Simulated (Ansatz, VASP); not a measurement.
**SnO2: VASP beside Ansatz**

```
Sn O
1.0
    -0.20593    2.40817    2.40817
     2.40817   -0.20593    2.40817
     2.40817    2.40817   -0.20593
Sn O
1 2
Direct
  0.99499 0.99499 0.99499
  0.24550 0.24550 0.24550
  0.75951 0.75951 0.75951
```

Alike in both runs: task single point; functional PBE; k mesh 12 × 12 × 12; occupations gaussian, width 0.1 eV; no spin polarisation.

|  | VASP | Ansatz |
| --- | --- | --- |
| version | VASP 6.6.1 | Ansatz 0.2.0 |
| potentials or method | VASP PAW PBE potentials, release 64 (Sn_d, O), cutoff 520 eV | scalar-relativistic, plane waves, PAW |
| valence electrons in the cell | 26 | 26 |

```tsv
	VASP	Ansatz	Ansatz less VASP
gap on the k mesh at the Fermi level (eV)	1.10	1.11	+0.008
least direct gap on the mesh (eV)	2.03	2.03	+0.004
pressure (GPa)	28.5	27.9	-0.63
traceless stress, the component that is largest in VASP (GPa)	12.39	12.14	-0.252
rms of the force components (eV/Å)	1.659	1.643	-0.0159
```

Atom by atom the forces differ by 0.019 eV/Å (rms over components).
